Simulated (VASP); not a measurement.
## Mo: single point with LDA

Mo:

```
CELL_PARAMETERS angstrom
2.82523 0.00000 0.00000
-1.41262 2.44672 0.00000
0.00000 0.00000 4.57688
ATOMIC_POSITIONS crystal
Mo 0.25333 0.62667 0.19000
Mo 0.74667 0.37333 0.81000
```

This cell differs from its parent crystal: shortest bond scaled by 0.76.

```
Program             : VASP 6.6.1
Task                : single point
Functional          : LDA
Potentials or basis : VASP PAW LDA potentials, release 64 (Mo_sv)
Cutoff              : 520 eV
k mesh              : 12 × 12 × 7
Occupations         : fermi-dirac, width 0.05 eV
Spin                : no spin polarisation
```

The pressure is 29.3 GPa. The largest force is 5.964 eV/Å. The band gap on the k mesh is zero (bands 14 and 15 overlap by 3.17 eV).

Forces on the atoms (eV/Å):
```
Mo   1.616  0.933  5.664
Mo  -1.616 -0.933 -5.664
```

Stress tensor (GPa, compression positive):
```
29.48  1.24  9.54
 1.24 28.05  5.51
 9.54  5.51 30.24
```

Levels at points of the mesh, in eV from the Fermi level:
```csv
k point,band 10,band 11,band 12,band 13,band 14,band 15,band 16,band 17,band 18,band 19
"(0.00, 0.00, 0.00)",-5.66,-2.67,-1.89,-1.75,-1.54,0.08,0.89,3.00,3.10,4.16
"(0.50, 0.00, 0.00)",-3.56,-2.75,-1.55,-1.23,-0.63,0.42,2.85,4.38,4.99,6.08
"(0.00, 0.50, 0.00)",-4.45,-4.20,-1.79,0.01,0.01,1.56,3.26,3.94,4.20,5.99
```

Wall time 47 s on 1 thread of Intel(R) Xeon(R) 6975P-C (Granite Rapids), with other jobs on the host, peak memory 0.24 GiB.

Caveat: the cell differs from its parent crystal (shortest bond scaled by 0.76); the cell stands under pressure; forces of over 1 eV/Å act on the atoms, so gaps and moduli don't describe the material at rest.
